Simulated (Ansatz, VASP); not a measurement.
One calculation of Br, two programs

Contents of INCAR:

```
SYSTEM = Br
ALGO = Normal
EDIFF = 1E-7
ENCUT = 520
GGA = PE
ISIF = 2
ISMEAR = -1
LASPH = .TRUE.
LCHARG = .FALSE.
LREAL = .FALSE.
LWAVE = .FALSE.
NBANDS = 14
NELM = 60
PREC = Accurate
SIGMA = 0.05
```

Contents of KPOINTS:

```
k-points
0
G
  14 14 8
  0 0 0
```

File POSCAR:

```
Br
1.0
    2.8629971094      0.0000000000      0.0000000000
   -1.4314985547      2.4794282277      0.0000000000
    0.0000000000      0.0000000000      4.2055536326
Br
2
Direct
    0.3333333333      0.6666666667      0.2500000000
    0.6666666667      0.3333333333      0.7500000000
```

Input for Ansatz:

```yaml
crystal:
  lattice:
    - [2.8629971094, 0.0, 0.0]
    - [-1.4314985547, 2.4794282277, 0.0]
    - [0.0, 0.0, 4.2055536326]
  atoms:
    - { symbol: Br, position: [0.3333333333, 0.6666666667, 0.25] }
    - { symbol: Br, position: [0.6666666667, 0.3333333333, 0.75] }
kpoints:
  mp_grid: { grid: [14, 14, 8] }
scf:
  occupations: { method: fermi_dirac, width: 0.05 }
hamiltonian:
  xc: pbe
  pseudopotentials: { kind: all_electron, lapw: { basis_error: 0.001 } }
output:
  forces: true
  stress: true
  eigenvalues: true
  populations: true
```

Change from the starting cell: volume scaled by 0.52, LAPW.

Alike in both runs: task single point; functional PBE; k mesh 14 × 14 × 8; occupations fermi-dirac, width 0.05 eV; no spin polarisation.

```csv
,VASP,Ansatz
version,VASP 6.6.1,Ansatz 0.2.0
potentials or method,"VASP PAW PBE potentials, release 64 (Br), cutoff 520 eV","all-electron LAPW, scalar-relativistic"
```

Ansatz gave:

| Quantity | Value |
| --- | --- |
| pressure (GPa) | 71.7 |
| traceless stress, the component that is largest in VASP (GPa) | 0.15 |

Question: What did VASP give for the same quantities?

Answer: Pressure (GPa): 71.9; traceless stress, the component that is largest in VASP (GPa): 0.18.

Both programs put the cell under a high pressure, so it lies far from rest at this level. Ansatz ran all-electron here, and VASP with PAW potentials.

Noted on VASP's run: the cell as given lies far from equilibrium.
